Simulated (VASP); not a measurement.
# PC6 (I4/mmm) in VASP: single point with PBE

Aim: the single point of PC6 with PBE.

All numbers are computed with VASP 6.6.1; they aren't measurements. Logs are shortened: lines on timing, memory, paths and dates and some standing lists are left out, and cuts for length are marked.

## Step 1: The cell of the first run

Symmetry: I4/mmm, No. 139, tetragonal system. The conventional cell has a = 6.390 Å, b = 6.390 Å, c = 6.329 Å, α = 90.00°, β = 90.00°, γ = 90.00°. P (site symmetry 4/mmm) has 6 C at 1.82 to 1.86 Å within 2.4 Å. C (site symmetry m2m) has 1 P at 1.86 Å within 2.5 Å. Within 2.4 Å of C (site symmetry 4mm) lie 1 P at 1.82 Å.

## Step 2: Single point, PBE

Input file INCAR:

```
ALGO = Normal
EDIFF = 1E-6
ENCUT = 520
GGA = PE
ISIF = 2
ISMEAR = 0
LASPH = True
LCHARG = False
LREAL = False
LWAVE = False
NBANDS = 24
NELM = 100
PREC = Accurate
SIGMA = 0.1
```

Input file KPOINTS:

```
k-points
0
Gamma
  4 4 4
```

Input file POSCAR:

```
PC6
1.0
   -3.1951697900      3.1951697900      3.1644041000
    3.1951697900     -3.1951697900      3.1644041000
    3.1951697900      3.1951697900     -3.1644041000
P C
1 6
Direct
    0.0000000000      0.0000000000      0.0000000000
    0.0000000000      0.7085205900      0.7085205900
    0.0000000000      0.2914794100      0.2914794100
    0.7116465600      0.7116465600      0.0000000000
    0.2883534400      0.2883534400      0.0000000000
    0.7085205900      0.0000000000      0.7085205900
    0.2914794100      0.0000000000      0.2914794100
```

Potentials or basis: VASP PAW PBE potentials, release 64 (P, C).

Started as:

```
cat potpaw_PBE.64/P/POTCAR potpaw_PBE.64/C/POTCAR > POTCAR
mpirun -np 1 vasp_std > vasp.out
```

OUTCAR:

```text
EDIFF = 1E-6
   ENCUT = 520
   GGA = PE
   ISIF = 2
   ISMEAR = 0
   LASPH = True
   LREAL = False
   NELM = 100
   PREC = Accurate

 ion  position               nearest neighbor table
   1  0.000  0.000  0.000-   4 1.82   5 1.82   2 1.86   3 1.86   6 1.86   7 1.86
   2  0.000  0.709  0.709-   1 1.86
   3  0.000  0.291  0.291-   1 1.86
   4  0.712  0.712  0.000-   1 1.82
   5  0.288  0.288  0.000-   1 1.82
   6  0.709  0.000  0.709-   1 1.86
   7  0.291  0.000  0.291-   1 1.86

  LATTYP: Found a body centered tetragonal cell.
 ALAT       =     6.3903395800
 C/A-ratio  =     0.9903711878

  Lattice vectors:

 A1 = (  -3.1951697900,   3.1951697900,   3.1644041000)
 A2 = (   3.1951697900,  -3.1951697900,   3.1644041000)
 A3 = (   3.1951697900,   3.1951697900,  -3.1644041000)

Analysis of symmetry for initial positions (statically):
=====================================================================
 Subroutine PRICEL returns:
 Original cell was already a primitive cell.

 Routine SETGRP: Setting up the symmetry group for a
 body centered tetragonal supercell.

 Subroutine GETGRP returns: Found 16 space group operations
 (whereof 16 operations were pure point group operations)
 out of a pool of 16 trial point group operations.

The static configuration has the point symmetry D_4h.

Analysis of symmetry for dynamics (positions and initial velocities):
=====================================================================
 Subroutine PRICEL returns:
 Original cell was already a primitive cell.

 Routine SETGRP: Setting up the symmetry group for a
 body centered tetragonal supercell.

 Subroutine GETGRP returns: Found 16 space group operations
 (whereof 16 operations were pure point group operations)
 out of a pool of 16 trial point group operations.

The dynamic configuration has the point symmetry D_4h.

 Subroutine INISYM returns: Found 16 space group operations
 (whereof 16 operations are pure point group operations),
 and found     1 'primitive' translations

----------------------------------------------------------------------------------------

                                     Primitive cell

  volume of cell :     129.2230

  direct lattice vectors                    reciprocal lattice vectors
    -3.195169790  3.195169790  3.164404100     0.000000000  0.156486207  0.158007632
     3.195169790 -3.195169790  3.164404100     0.156486207  0.000000000  0.158007632
     3.195169790  3.195169790 -3.164404100     0.156486207  0.156486207  0.000000000

  length of vectors
     5.516491030  5.516491030  5.516491030     0.222383328  0.222383328  0.221304916

  position of ions in fractional coordinates (direct lattice)
     0.000000000  0.000000000  0.000000000
     0.000000000  0.708520590  0.708520590
     0.000000000  0.291479410  0.291479410
     0.711646560  0.711646560  0.000000000
     0.288353440  0.288353440  0.000000000
     0.708520590  0.000000000  0.708520590
     0.291479410  0.000000000  0.291479410

  ion indices of the primitive-cell ions
   primitive index   ion index
                 1           1
                 2           2
                 3           3
                 4           4
                 5           5
                 6           6
                 7           7

----------------------------------------------------------------------------------------

 KPOINTS: k-points

Automatic generation of k-mesh.
 Grid dimensions read from file:
 generate k-points for:    4    4    4

 Generating k-lattice:

  Cartesian coordinates                     Fractional coordinates (reciprocal lattice)
     0.000000000  0.039121552  0.039501908     0.250000000  0.000000000  0.000000000
     0.039121552  0.000000000  0.039501908     0.000000000  0.250000000  0.000000000
     0.039121552  0.039121552  0.000000000     0.000000000  0.000000000  0.250000000

  Length of vectors
     0.055595832  0.055595832  0.055326229

  Shift w.r.t. Gamma in fractional coordinates (k-lattice)
     0.000000000  0.000000000  0.000000000

 Subroutine IBZKPT returns following result:
 ===========================================

 Found     13 irreducible k-points:

 Following reciprocal coordinates:
            Coordinates               Weight
  0.000000  0.000000  0.000000      1.000000
  0.250000 -0.000000  0.000000      8.000000
  0.500000 -0.000000  0.000000      4.000000
  0.250000  0.250000  0.000000      8.000000
  0.500000  0.250000  0.000000     16.000000
 -0.250000  0.250000  0.000000      4.000000
  0.500000  0.500000  0.000000      2.000000
  0.250000  0.250000  0.250000      2.000000
 -0.250000  0.250000  0.250000      4.000000
  0.500000  0.500000  0.250000      4.000000
 -0.250000  0.500000  0.250000      8.000000
 -0.250000 -0.250000  0.250000      2.000000
  0.500000  0.500000  0.500000      1.000000
   k-points           NKPTS =     13   k-points in BZ     NKDIM =     13   number of bands    NBANDS=     24
   number of dos      NEDOS =    301   number of ions     NIONS =      7
   total plane-waves  NPLWV =  74088
   dimension x,y,z NGX =    42 NGY =   42 NGZ =   42
   dimension x,y,z NGXF=    84 NGYF=   84 NGZF=   84
   ions per type =               1   6
   NGX,Y,Z   is equivalent  to a cutoff of  12.66, 12.66, 12.66 a.u.
   NGXF,Y,Z  is equivalent  to a cutoff of  25.31, 25.31, 25.31 a.u.
 SYSTEM =  unknown system
   PREC   = accura    normal or accurate (medium, high low for compatibility)
   ISTART =      0    job   : 0-new  1-cont  2-samecut
   ICHARG =      2    charge: 1-file 2-atom 10-const
   ISPIN  =      1    spin polarized calculation?
   LNONCOLLINEAR =      F non collinear calculations
   LSORBIT =      F    spin-orbit coupling
   LASPH  =      T    aspherical Exc in radial PAW
   ENCUT  =  520.0 eV  38.22 Ry    6.18 a.u.  10.26 10.26 10.26*2*pi/ulx,y,z
   NELM   =    100;   NELMIN=  2; NELMDL= -5     # of ELM steps
   EDIFF  = 0.1E-05   stopping-criterion for ELM
   LREAL  =      F    real-space projection
   EDIFFG = 0.1E-04   stopping-criterion for IOM
   NSW    =      0    number of steps for IOM
   IBRION =     -1    ionic relax: 0-MD 1-quasi-New 2-CG
   NFREE  =      0    steps in history (QN), initial steepest desc. (CG)
   ISIF   =      2    stress and relaxation
   ISYM   =      2    0-nonsym 1-usesym 2-fastsym
   POTIM  = 0.5000    time-step for ionic-motion
   TEBEG  =    0.0;   TEEND  =   0.0 temperature during run
   PSTRESS=    0.0 pullay stress
   NELECT =      29.0000    total number of electrons
   NUPDOWN=      -1.0000    fix difference up-down
   EMIN   =  10.00;   EMAX   =-10.00  energy-range for DOS
   EFERMI =   0.00;   METHOD = LEGACY
   ISMEAR =     0;   SIGMA  =   0.10  broadening in eV -4-tet -1-fermi 0-gaus
   EFERMI_NEDOS =   21; number of points for ismear=-14 and -15
   IALGO  =     38    algorithm
   IMIX   =      4    mixing-type and parameters
     AMIX     =   0.40;   BMIX     =  1.00
     AMIX_MAG =   1.60;   BMIX_MAG =  1.00
  volume/ion in A,a.u.               =      18.46       124.58
  Fermi-wavevector in a.u.,A,eV,Ry     =   0.994858  1.880008 13.466251  0.989742
  Thomas-Fermi vector in A             =   2.126838
   LORBIT       =      0    0 simple, 1 ext, 2 COOP (PROOUT), +10 PAW based schemes
   GGA     = PE    functional components
   LHFCALC =     F    Hartree Fock is set to
   AEXX    =    0.0000 exact exchange contribution
   IVDW    =     0    specifies the selected vdW correction
   LEPSILON=     F    determine dielectric tensor
   LRPA    =     F    only Hartree local field effects (RPA)
 non-spin polarized calculation
 Gauss-broadening in eV      SIGMA  =   0.10
  energy-cutoff  :      520.00
  volume of cell :      129.22
 maximum number of plane-waves:      3495
 NGX is ok and might be reduce to    42
   NGX = 21   NGY = 21   NGZ = 21

 number of electron      29.0000000 magnetization

 Free energy of the ion-electron system (eV)
  ---------------------------------------------------
  ext. energy  EPLUGINS =         0.00000000
  ---------------------------------------------------
  free energy    TOTEN  =       -29.84212189 eV

  energy without entropy =      -29.78776321  energy(sigma->0) =      -29.81494255

 E-fermi :   0.3250     XC(G=0):  -8.1241

 val. band max:        0.3060516000   @ k =  -0.2500   0.2500   0.0000
 cond. band min:       0.3443036407   @ k =   0.2500   0.2500   0.0000
 fundamental gap:      0.0382520407
 Fermi energy:         0.3249960196

 k-point     1 :       0.0000    0.0000    0.0000
  band No.  band energies     occupation
      1     -15.8149      2.00000
      2     -10.7558      2.00000
      3     -10.5847      2.00000
      4     -10.5847      2.00000
      5      -8.2180      2.00000
      6      -8.1949      2.00000
[... 16 lines left out ...]
     23       2.6559      0.00000
     24       2.6559      0.00000

 k-point     2 :       0.2500   -0.0000    0.0000
  band No.  band energies     occupation
      1     -15.7767      2.00000
      2     -10.9179      2.00000
      3     -10.7114      2.00000
      4     -10.6101      2.00000
      5      -8.2215      2.00000
      6      -7.9543      2.00000
[... 16 lines left out ...]
     23       2.3999      0.00000
     24       2.4809      0.00000

 k-point     3 :       0.5000   -0.0000    0.0000
  band No.  band energies     occupation
      1     -15.7371      2.00000
      2     -11.0917      2.00000
      3     -10.7968      2.00000
      4     -10.6350      2.00000
      5      -8.2419      2.00000
      6      -7.6836      2.00000
[... 16 lines left out ...]
     23       2.1200      0.00000
     24       2.2473      0.00000
[... 217 lines left out ...]
 k-point    12 :      -0.2500   -0.2500    0.2500
  band No.  band energies     occupation
      1     -15.7503      2.00000
      2     -11.0247      2.00000
      3     -10.6380      2.00000
      4     -10.6380      2.00000
      5      -8.4196      2.00000
      6      -8.0056      2.00000
[... 16 lines left out ...]
     23       2.2708      0.00000
     24       2.4840      0.00000

 k-point    13 :       0.5000    0.5000    0.5000
  band No.  band energies     occupation
      1     -15.7121      2.00000
      2     -10.8574      2.00000
      3     -10.6961      2.00000
      4     -10.6961      2.00000
      5      -8.6058      2.00000
      6      -8.5465      2.00000
[... 16 lines left out ...]
     23       2.4711      0.00000
     24       2.4711      0.00000

------------------------ aborting loop because EDIFF is reached ----------------------------------------

  FORCE on cell =-STRESS in cart. coord.  units (eV):
  Direction    XX          YY          ZZ          XY          YZ          ZX
  --------------------------------------------------------------------------------------
  -------------------------------------------------------------------------------------
  Total       -7.6690840     -7.6690840     -6.3001915      0.0000000     -0.0000000      0.0000000
  in kB      -95.0854931    -95.0854931    -78.1132160      0.0000000     -0.0000000      0.0000000
  external PRESSURE =     -89.4280674 kB  Pullay stress =       0.0000000 kB

 VOLUME and BASIS-vectors are now :
 -----------------------------------------------------------------------------
  energy-cutoff  :      520.00
  volume of cell :      129.22
      direct lattice vectors                 reciprocal lattice vectors
    -3.195169790  3.195169790  3.164404100     0.000000000  0.156486207  0.158007632
     3.195169790 -3.195169790  3.164404100     0.156486207  0.000000000  0.158007632
     3.195169790  3.195169790 -3.164404100     0.156486207  0.156486207  0.000000000

 POSITION                                       TOTAL-FORCE (eV/Angst)
 -----------------------------------------------------------------------------------
      0.00000      0.00000      0.00000         0.000000      0.000000     -0.000000
      4.52769      0.00000      0.00000         0.799923     -0.000000     -0.000000
      1.86265      0.00000      0.00000        -0.799923      0.000000     -0.000000
      0.00000      0.00000      4.50387        -0.000000     -0.000000      0.567024
      0.00000      0.00000      1.82493        -0.000000     -0.000000     -0.567024
      0.00000      4.52769      0.00000        -0.000000      0.799923     -0.000000
      0.00000      1.86265      0.00000         0.000000     -0.799923     -0.000000
 -----------------------------------------------------------------------------------
    total drift:                               -0.000000     -0.000000      0.000000

  FREE ENERGIE OF THE ION-ELECTRON SYSTEM (eV)
  ---------------------------------------------------
  free  energy   TOTEN  =       -29.8421218870 eV

  energy  without entropy=      -29.7877632149  energy(sigma->0) =      -29.81494255
```

Run time: 18 s. Hardware: 1 thread of Intel Xeon 6975P-C (Granite Rapids), shared host; peak memory 0.26 GiB.

What came out:

* Free energy: -29.8421 eV
* Pressure: -8.9 GPa
* Largest force: 0.800 eV/Å

Forces on the atoms (eV/Å):
```
P    0.000  0.000  0.000
C    0.800  0.000  0.000
C   -0.800  0.000  0.000
C    0.000  0.000  0.567
C    0.000  0.000 -0.567
C    0.000  0.800  0.000
C    0.000 -0.800  0.000
```

Stress tensor (GPa, compression positive):
```
-9.51  0.00  0.00
 0.00 -9.51  0.00
 0.00  0.00 -7.81
```

Levels at points of the mesh, in eV from the Fermi level:
| k point | band 13 | band 14 | band 15 | band 16 | band 17 | band 18 |
| --- | --- | --- | --- | --- | --- | --- |
| (0.00, 0.00, 0.00) | -1.93 | -1.15 | -1.13 | -0.62 | -0.57 | -0.57 |
| (0.50, 0.00, 0.00) | -1.82 | -0.41 | -0.29 | 0.07 | 0.68 | 0.78 |
| (0.50, 0.50, 0.00) | -1.83 | -0.30 | -0.23 | 0.13 | 0.66 | 0.76 |
| (0.50, 0.50, 0.50) | -1.85 | -1.42 | -1.39 | -0.51 | -0.37 | -0.37 |
